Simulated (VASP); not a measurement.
SnH3: single point with PBE+D3(BJ)

The system is SnH3.

```
Sn H
1.0
     2.76980    4.79744    0.00000
    -2.76980    4.79744    0.00000
     0.00000   -3.19829    4.58117
Sn H
2 6
Direct
  0.00000 0.00000 0.00000
  0.50000 0.50000 0.50000
  0.74969 0.75031 0.75000
  0.25000 0.74969 0.75000
  0.75031 0.25000 0.75000
  0.25031 0.24969 0.25000
  0.75000 0.25031 0.25000
  0.24969 0.75000 0.25000
```

| Property | Result |
| --- | --- |
| Program | VASP 6.6.1 |
| Task | single point |
| Functional | PBE |
| Dispersion | D3(BJ) |
| Potentials or basis | VASP PAW PBE potentials, release 64 (Sn_d, H) |
| Cutoff | 520 eV |
| k mesh | 5 × 5 × 5 |
| Occupations | methfessel-paxton, width 0.005 eV |
| Spin | no spin polarisation |

```yaml
Pressure: -0.2 GPa
Band_gap_on_the_k_mesh: zero (bands 17 and 18 overlap by 1.58 eV)
Dispersion_energy_per_atom: -0.089 eV
```

Levels at points of the mesh, in eV from the Fermi level:
```
           k point  band 13  band 14  band 15  band 16  band 17  band 18  band 19  band 20  band 21  band 22
(0.00, 0.00, 0.00)    -5.52    -5.43    -5.43    -2.02    -2.02     1.22     1.22     1.24     3.88     3.97
```

Run time: 31 s on 1 thread of Intel(R) Xeon(R) 6975P-C (Granite Rapids) (shared host), peak memory 0.27 GiB.

Caveat: three body term missing; spin-orbit coupling is left out, which moves the levels of the heavy elements.
